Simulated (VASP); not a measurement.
# Ti (Im-3m) in VASP: further runs

The runs below take Ti through single point, with LDA, PBE.

Everything below comes from runs of VASP 6.6.1. Logs are shortened: lines on timing, memory, paths and dates and some standing lists are left out, and cuts for length are marked.

**1. The cell of the first run**

The structure is cubic, space group Im-3m (No. 229). The conventional cell has a = 3.282 Å, b = 3.282 Å, c = 3.282 Å, α = 90.00°, β = 90.00°, γ = 90.00°. Within 3.7 Å of Ti (site symmetry m-3m) lie 14 Ti at 2.84 to 3.28 Å.

**2. Single point, LDA**

Input file INCAR:

```
SYSTEM = Ti
ALGO = Normal
EDIFF = 1E-6
ENCUT = 520
GGA = CA
ISIF = 2
ISMEAR = -1
LASPH = .TRUE.
LCHARG = .TRUE.
LELF = .TRUE.
LREAL = .FALSE.
LVHAR = .TRUE.
LWAVE = .FALSE.
NBANDS = 12
NELM = 100
PREC = Accurate
SIGMA = 0.05
```

Input file KPOINTS:

```
k-points
0
G
  11 11 11
  0 0 0
```

Input file POSCAR:

```
Ti
1.0
   -1.6410000000      1.6410000000      1.6410000000
    1.6410000000     -1.6410000000      1.6410000000
    1.6410000000      1.6410000000     -1.6410000000
Ti
1
Direct
    0.0000000000      0.0000000000      0.0000000000
```

Potentials or basis: VASP PAW LDA potentials, release 64 (Ti_sv).

Started as:

```sh
> cat potpaw_LDA.64/Ti_sv/POTCAR > POTCAR
> mpirun -np 1 vasp_std > vasp.out
```

OUTCAR:

```text
SYSTEM = Ti
   EDIFF = 1E-6
   ENCUT = 520
   GGA = CA
   ISIF = 2
   ISMEAR = -1
   LASPH = .TRUE.
   LREAL = .FALSE.
   NELM = 100
   PREC = Accurate

 ion  position               nearest neighbor table
   1  0.000  0.000  0.000-

  LATTYP: Found a body centered cubic cell.
 ALAT       =     3.2820000000

  Lattice vectors:

 A1 = (  -1.6410000000,   1.6410000000,   1.6410000000)
 A2 = (   1.6410000000,  -1.6410000000,   1.6410000000)
 A3 = (   1.6410000000,   1.6410000000,  -1.6410000000)

Analysis of symmetry for initial positions (statically):
=====================================================================
 Subroutine PRICEL returns:
 Original cell was already a primitive cell.

 Routine SETGRP: Setting up the symmetry group for a
 body centered cubic supercell.

 Subroutine GETGRP returns: Found 48 space group operations
[... 9 lines left out ...]

 Routine SETGRP: Setting up the symmetry group for a
 body centered cubic supercell.

 Subroutine GETGRP returns: Found 48 space group operations
[... 11 lines left out ...]
                                     Primitive cell

  volume of cell :      17.6761

  direct lattice vectors                    reciprocal lattice vectors
    -1.641000000  1.641000000  1.641000000     0.000000000  0.304692261  0.304692261
     1.641000000 -1.641000000  1.641000000     0.304692261  0.000000000  0.304692261
     1.641000000  1.641000000 -1.641000000     0.304692261  0.304692261  0.000000000

  length of vectors
     2.842295375  2.842295375  2.842295375     0.430899928  0.430899928  0.430899928

  position of ions in fractional coordinates (direct lattice)
     0.000000000  0.000000000  0.000000000

  ion indices of the primitive-cell ions
   primitive index   ion index
                 1           1

----------------------------------------------------------------------------------------

 KPOINTS: k-points

Automatic generation of k-mesh.
 Grid dimensions read from file:
 generate k-points for:   11   11   11

 Generating k-lattice:

  Cartesian coordinates                     Fractional coordinates (reciprocal lattice)
     0.000000000  0.027699296  0.027699296     0.090909091  0.000000000  0.000000000
     0.027699296  0.000000000  0.027699296     0.000000000  0.090909091  0.000000000
     0.027699296  0.027699296  0.000000000     0.000000000  0.000000000  0.090909091

  Length of vectors
     0.039172721  0.039172721  0.039172721
[... 52 lines left out ...]
   ENCUT  =  520.0 eV  38.22 Ry    6.18 a.u.   5.28  5.28  5.28*2*pi/ulx,y,z
   NELM   =    100;   NELMIN=  2; NELMDL= -5     # of ELM steps
   EDIFF  = 0.1E-05   stopping-criterion for ELM
   LREAL  =      F    real-space projection
   EDIFFG = 0.1E-04   stopping-criterion for IOM
   NSW    =      0    number of steps for IOM
   IBRION =     -1    ionic relax: 0-MD 1-quasi-New 2-CG
   NFREE  =      0    steps in history (QN), initial steepest desc. (CG)
   ISIF   =      2    stress and relaxation
   ISYM   =      2    0-nonsym 1-usesym 2-fastsym
   POTIM  = 0.5000    time-step for ionic-motion
   TEBEG  =    0.0;   TEEND  =   0.0 temperature during run
   PSTRESS=    0.0 pullay stress
   NELECT =      12.0000    total number of electrons
   NUPDOWN=      -1.0000    fix difference up-down
   EMIN   =  10.00;   EMAX   =-10.00  energy-range for DOS
   EFERMI =   0.00;   METHOD = LEGACY
   ISMEAR =    -1;   SIGMA  =   0.05  broadening in eV -4-tet -1-fermi 0-gaus
   EFERMI_NEDOS =   21; number of points for ismear=-14 and -15
   IALGO  =     38    algorithm
   IMIX   =      4    mixing-type and parameters
     AMIX     =   0.40;   BMIX     =  1.00
     AMIX_MAG =   1.60;   BMIX_MAG =  1.00
  volume/ion in A,a.u.               =      17.68       119.28
  Fermi-wavevector in a.u.,A,eV,Ry     =   1.438821  2.718977 28.166848  2.070205
  Thomas-Fermi vector in A             =   2.557745
   LORBIT       =      0    0 simple, 1 ext, 2 COOP (PROOUT), +10 PAW based schemes
   GGA     = CA    functional components
   LHFCALC =     F    Hartree Fock is set to
   AEXX    =    0.0000 exact exchange contribution
   IVDW    =     0    specifies the selected vdW correction
   LEPSILON=     F    determine dielectric tensor
   LRPA    =     F    only Hartree local field effects (RPA)
 non-spin polarized calculation
  energy-cutoff  :      520.00
  volume of cell :       17.68
 maximum number of plane-waves:       486
 NGX is ok and might be reduce to    24
   NGX = 11   NGY = 11   NGZ = 11

 number of electron      12.0000001 magnetization

 Free energy of the ion-electron system (eV)
  ---------------------------------------------------
  ext. energy  EPLUGINS =         0.00000000
  ---------------------------------------------------
  free energy    TOTEN  =        -8.40241122 eV

  energy without entropy =       -8.38098564  energy(sigma->0) =       -8.39169843

 E-fermi :   7.6552     XC(G=0): -11.6954

 val. band max:        7.6366218080   @ k =   0.1818   0.0909   0.0909
 cond. band min:       7.6745916274   @ k =  -0.3636   0.3636   0.0909
 fundamental gap:      0.0379698194
 Fermi energy:         7.6552014575

 k-point     1 :       0.0000    0.0000    0.0000
  band No.  band energies     occupation
      1     -48.1923      2.00000
      2     -24.4390      2.00000
      3     -24.4390      2.00000
      4     -24.4390      2.00000
      5       1.8277      2.00000
      6       8.6019      0.00000
      7       8.6019      0.00000
      8       8.6019      0.00000
      9      10.3392      0.00000
     10      10.3392      0.00000
     11      25.0352      0.00000
     12      25.0352      0.00000
[... 331 lines left out ...]
 k-point    24 :       0.3636    0.1818    0.0909
  band No.  band energies     occupation
      1     -48.0559      2.00000
      2     -24.9772      2.00000
      3     -24.7317      2.00000
      4     -24.5433      2.00000
      5       6.2345      2.00000
      6       7.0686      1.99998
      7       7.7347      0.33890
      8      10.5115      0.00000
      9      10.7010      0.00000
     10      13.9117      0.00000
     11      16.0923      0.00000
     12      18.6563      0.00000

 [... further k-points ...]
[... 5 lines left out ...]
  --------------------------------------------------------------------------------------
  -------------------------------------------------------------------------------------
  Total       -1.2108182     -1.2108182     -1.2108182      0.0000000      0.0000000     -0.0000000
  in kB     -109.7498085   -109.7498085   -109.7498085      0.0000000      0.0000000     -0.0000000
  external PRESSURE =    -109.7498085 kB  Pullay stress =       0.0000000 kB

 VOLUME and BASIS-vectors are now :
 -----------------------------------------------------------------------------
  energy-cutoff  :      520.00
  volume of cell :       17.68
      direct lattice vectors                 reciprocal lattice vectors
    -1.641000000  1.641000000  1.641000000     0.000000000  0.304692261  0.304692261
     1.641000000 -1.641000000  1.641000000     0.304692261  0.000000000  0.304692261
     1.641000000  1.641000000 -1.641000000     0.304692261  0.304692261  0.000000000

 POSITION                                       TOTAL-FORCE (eV/Angst)
 -----------------------------------------------------------------------------------
      0.00000      0.00000      0.00000        -0.000000      0.000000     -0.000000
 -----------------------------------------------------------------------------------
    total drift:                                0.000000      0.000000      0.000000

  FREE ENERGIE OF THE ION-ELECTRON SYSTEM (eV)
  ---------------------------------------------------
  free  energy   TOTEN  =        -8.4024112182 eV

  energy  without entropy=       -8.3809856412  energy(sigma->0) =       -8.39169843
```

OSZICAR:

```text
N       E                     dE             d eps       ncg     rms          rms(c)
DAV:   1     0.851028092526E+02    0.85103E+02   -0.65681E+03  1344   0.119E+03
DAV:   2    -0.505273681434E+01   -0.90156E+02   -0.87542E+02  1368   0.293E+02
DAV:   3    -0.940731210469E+01   -0.43546E+01   -0.43031E+01  1876   0.643E+01
DAV:   4    -0.949743994314E+01   -0.90128E-01   -0.90036E-01  1512   0.803E+00
DAV:   5    -0.949985520789E+01   -0.24153E-02   -0.24152E-02  1616   0.109E+00    0.799E+00
DAV:   6    -0.840146827884E+01    0.10984E+01   -0.26868E+00  1448   0.224E+01    0.194E+00
DAV:   7    -0.839631027622E+01    0.51580E-02   -0.67020E-02  1556   0.242E+00    0.120E+00
DAV:   8    -0.840203304426E+01   -0.57228E-02   -0.34113E-02  1428   0.226E+00    0.106E-01
DAV:   9    -0.840238517575E+01   -0.35213E-03   -0.14867E-03  1624   0.396E-01    0.613E-02
DAV:  10    -0.840240916660E+01   -0.23991E-04   -0.27951E-04  1452   0.161E-01    0.183E-02
DAV:  11    -0.840241199993E+01   -0.28333E-05   -0.39705E-05  1476   0.870E-02    0.114E-02
DAV:  12    -0.840241121820E+01    0.78173E-06   -0.24362E-06  1544   0.173E-02
   1 F= -.84024112E+01 E0= -.83916984E+01  d E =-.214256E-01
```

stdout:

```text
POSCAR found type information on POSCAR Ti
 POSCAR found :  1 types and       1 ions
 scaLAPACK will be used
 LDA part: xc-table for (Slater(with rela. corr.)+CA(PZ))
 , standard interpolation
 POSCAR, INCAR and KPOINTS ok, starting setup
 FFT: planning ... GRIDC
 FFT: planning ... GRID_SOFT
 FFT: planning ... GRID
 WAVECAR not read
 entering main loop
```

Wall time 6.4 s (1 thread of Intel Xeon Platinum 8488C (Sapphire Rapids), shared host); peak memory 0.13 GiB.

Results:

* Free energy: -8.4024 eV
* Pressure: -11.0 GPa
* Band gap on the k mesh: zero (band 6 reaches 8.62 eV, above the bottom of band 7 at 7.07 eV)

Levels at points of the mesh, in eV from the Fermi level:
| k point | band 4 | band 5 | band 6 | band 7 | band 8 | band 9 |
| --- | --- | --- | --- | --- | --- | --- |
| (0.00, 0.00, 0.00) | -32.09 | -5.83 | 0.95 | 0.95 | 0.95 | 2.68 |

**3. Single point, PBE**

Input file INCAR:

```
SYSTEM = Ti
  PREC = Accurate
  ENCUT = 520
  EDIFF = 1E-6
  ISMEAR = -1
  SIGMA = 0.02
  LREAL = .FALSE.
  LASPH = .TRUE.
  NELM = 100
  ALGO = Fast
  ISIF = 2
  LWAVE = .FALSE.
  LCHARG = .TRUE.
  GGA = PE
  LELF = .TRUE.
  LVHAR = .TRUE.
  NBANDS = 12
```

Input file KPOINTS:

```
regular mesh
0
G
  7 7 7
  0 0 0
```

POSCAR is that of step 2.

Potentials or basis: VASP PAW PBE potentials, release 64 (Ti_sv).

Started as:

```sh
> cat potpaw_PBE.64/Ti_sv/POTCAR > POTCAR
> mpirun -np 1 vasp_std > vasp.out
```

OUTCAR:

```text
SYSTEM = Ti
   PREC = Accurate
   ENCUT = 520
   EDIFF = 1E-6
   ISMEAR = -1
   LREAL = .FALSE.
   LASPH = .TRUE.
   NELM = 100
   ISIF = 2
   GGA = PE

 ion  position               nearest neighbor table
   1  0.000  0.000  0.000-

  LATTYP: Found a body centered cubic cell.
 ALAT       =     3.2820000000

  Lattice vectors:

 A1 = (  -1.6410000000,   1.6410000000,   1.6410000000)
 A2 = (   1.6410000000,  -1.6410000000,   1.6410000000)
 A3 = (   1.6410000000,   1.6410000000,  -1.6410000000)

Analysis of symmetry for initial positions (statically):
=====================================================================
 Subroutine PRICEL returns:
 Original cell was already a primitive cell.

 Routine SETGRP: Setting up the symmetry group for a
 body centered cubic supercell.

 Subroutine GETGRP returns: Found 48 space group operations
[... 9 lines left out ...]

 Routine SETGRP: Setting up the symmetry group for a
 body centered cubic supercell.

 Subroutine GETGRP returns: Found 48 space group operations
[... 11 lines left out ...]
                                     Primitive cell

  volume of cell :      17.6761

  direct lattice vectors                    reciprocal lattice vectors
    -1.641000000  1.641000000  1.641000000     0.000000000  0.304692261  0.304692261
     1.641000000 -1.641000000  1.641000000     0.304692261  0.000000000  0.304692261
     1.641000000  1.641000000 -1.641000000     0.304692261  0.304692261  0.000000000

  length of vectors
     2.842295375  2.842295375  2.842295375     0.430899928  0.430899928  0.430899928

  position of ions in fractional coordinates (direct lattice)
     0.000000000  0.000000000  0.000000000

  ion indices of the primitive-cell ions
   primitive index   ion index
                 1           1

----------------------------------------------------------------------------------------
[... 88 lines left out ...]
  Thomas-Fermi vector in A             =   2.557745
   LORBIT       =      0    0 simple, 1 ext, 2 COOP (PROOUT), +10 PAW based schemes
   GGA     = PE    functional components
   LHFCALC =     F    Hartree Fock is set to
   AEXX    =    0.0000 exact exchange contribution
   IVDW    =     0    specifies the selected vdW correction
   LEPSILON=     F    determine dielectric tensor
   LRPA    =     F    only Hartree local field effects (RPA)
 non-spin polarized calculation
 RMM-DIIS sequential band-by-band and
  energy-cutoff  :      520.00
  volume of cell :       17.68
 maximum number of plane-waves:       487
 NGX is ok and might be reduce to    24
   NGX = 11   NGY = 11   NGZ = 11

 number of electron      12.0000001 magnetization

 Free energy of the ion-electron system (eV)
  ---------------------------------------------------
  ext. energy  EPLUGINS =         0.00000000
  ---------------------------------------------------
  free energy    TOTEN  =        -7.72052715 eV

  energy without entropy =       -7.71663923  energy(sigma->0) =       -7.71858319

 E-fermi :   7.9224     XC(G=0): -11.4202

 val. band max:        7.7795904899   @ k =  -0.4286   0.4286   0.1429
 cond. band min:       7.9406777544   @ k =   0.2857   0.1429   0.0000
 fundamental gap:      0.1610872645
 Fermi energy:         7.9223830471

 k-point     1 :       0.0000    0.0000    0.0000
  band No.  band energies     occupation
      1     -48.7328      2.00000
      2     -24.6057      2.00000
      3     -24.6057      2.00000
      4     -24.6057      2.00000
      5       1.9898      2.00000
      6       8.8315      0.00000
      7       8.8315      0.00000
      8       8.8315      0.00000
      9      10.5440      0.00000
     10      10.5440      0.00000
     11      25.1953      0.00000
     12      25.1953      0.00000
[... 271 lines left out ...]
 k-point    20 :      -0.4286    0.4286    0.4286
  band No.  band energies     occupation
      1     -48.5342      2.00000
      2     -25.0411      2.00000
      3     -25.0183      2.00000
      4     -25.0183      2.00000
      5       5.9861      2.00000
      6       6.0248      2.00000
      7      11.1210      0.00000
      8      11.1210      0.00000
      9      11.5163      0.00000
     10      14.9152      0.00000
     11      17.0396      0.00000
     12      17.0396      0.00000

------------------------ aborting loop because EDIFF is reached ----------------------------------------

  FORCE on cell =-STRESS in cart. coord.  units (eV):
  Direction    XX          YY          ZZ          XY          YZ          ZX
  --------------------------------------------------------------------------------------
  -------------------------------------------------------------------------------------
  Total       -0.2072785     -0.2072785     -0.2072785      0.0000000      0.0000000      0.0000000
  in kB      -18.7879389    -18.7879389    -18.7879389      0.0000000      0.0000000      0.0000000
  external PRESSURE =     -18.7879389 kB  Pullay stress =       0.0000000 kB

 VOLUME and BASIS-vectors are now :
 -----------------------------------------------------------------------------
  energy-cutoff  :      520.00
  volume of cell :       17.68
      direct lattice vectors                 reciprocal lattice vectors
    -1.641000000  1.641000000  1.641000000     0.000000000  0.304692261  0.304692261
     1.641000000 -1.641000000  1.641000000     0.304692261  0.000000000  0.304692261
     1.641000000  1.641000000 -1.641000000     0.304692261  0.304692261  0.000000000

 POSITION                                       TOTAL-FORCE (eV/Angst)
 -----------------------------------------------------------------------------------
      0.00000      0.00000      0.00000         0.000000      0.000000     -0.000000
 -----------------------------------------------------------------------------------
    total drift:                                0.000000      0.000000      0.000000

  FREE ENERGIE OF THE ION-ELECTRON SYSTEM (eV)
  ---------------------------------------------------
  free  energy   TOTEN  =        -7.7205271516 eV

  energy  without entropy=       -7.7166392283  energy(sigma->0) =       -7.71858319
```

OSZICAR:

```text
N       E                     dE             d eps       ncg     rms          rms(c)
DAV:   1     0.871852576970E+02    0.87185E+02   -0.63590E+03   484   0.118E+03
DAV:   2    -0.454717788019E+01   -0.91732E+02   -0.89497E+02   488   0.295E+02
DAV:   3    -0.873055123079E+01   -0.41834E+01   -0.41473E+01   692   0.659E+01
[... 13 lines left out ...]
RMM:  17    -0.772052705268E+01   -0.21348E-05   -0.27829E-05   474   0.255E-02    0.606E-02
RMM:  18    -0.772052658596E+01    0.46672E-06   -0.15128E-05   466   0.239E-02    0.482E-02
RMM:  19    -0.772052637845E+01    0.20751E-06   -0.40524E-05   553   0.550E-02    0.562E-03
RMM:  20    -0.772052690959E+01   -0.53114E-06   -0.10411E-05   458   0.217E-02    0.695E-03
RMM:  21    -0.772052715162E+01   -0.24202E-06   -0.60913E-06   328   0.104E-02
   1 F= -.77205272E+01 E0= -.77185832E+01  d E =-.388792E-02
```

stdout:

```text
POSCAR found type information on POSCAR Ti
 POSCAR found :  1 types and       1 ions
 scaLAPACK will be used
 LDA part: xc-table for (Slater+PW92), standard interpolation
 POSCAR, INCAR and KPOINTS ok, starting setup
 FFT: planning ... GRIDC
 FFT: planning ... GRID_SOFT
 FFT: planning ... GRID
 WAVECAR not read
 entering main loop
```

Wall time 5.7 s (1 thread of Intel Xeon 6975P-C (Granite Rapids), shared host); peak memory 0.13 GiB.

Results:

```yaml
Free_energy: -7.7205 eV
Pressure: -1.9 GPa
Band_gap_on_the_k_mesh: zero (band 6 reaches 8.83 eV, above the bottom of band 7 at 7.38 eV)
```

Levels at points of the mesh, in eV from the Fermi level:
| k point | band 4 | band 5 | band 6 | band 7 | band 8 | band 9 |
| --- | --- | --- | --- | --- | --- | --- |
| (0.00, 0.00, 0.00) | -32.53 | -5.93 | 0.91 | 0.91 | 0.91 | 2.62 |

Caveat: the k points lie up to 0.39 Å⁻¹ apart.
